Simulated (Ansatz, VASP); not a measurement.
**Sc: VASP beside Ansatz**

```
CELL_PARAMETERS angstrom
1.82680 1.05471 8.98005
-1.82680 1.05471 8.98005
0.00000 -2.10941 8.98005
ATOMIC_POSITIONS crystal
Sc 0.00000 0.00000 0.00000
Sc 0.77801 0.77801 0.77801
Sc 0.22199 0.22199 0.22199
```

Alike in both runs: task single point; functional PBE; k mesh 6 × 6 × 6; occupations gaussian, width 0.1 eV; no spin polarisation.

```csv
,VASP,Ansatz
version,VASP 6.6.1,Ansatz 0.2.0
potentials or method,"VASP PAW PBE potentials, release 64 (Sc_sv), cutoff 520 eV","scalar-relativistic, plane waves, PAW"
valence electrons in the cell,33,33
```

```tsv
	VASP	Ansatz	Ansatz less VASP
gap on the k mesh at the Fermi level (eV)	none	none	-
pressure (GPa)	-10.0	-10.0	0.00
traceless stress, the component that is largest in VASP (GPa)	-0.74	-0.74	0.000
rms of the force components (eV/Å)	0.029	0.029	+0.0001
```

Atom by atom the forces differ by 0.000 eV/Å (rms over components). A gap of «none» marks a metal or a gap that the smearing closes. With one functional, cell and mesh, what is left measures potentials, basis and numerics.
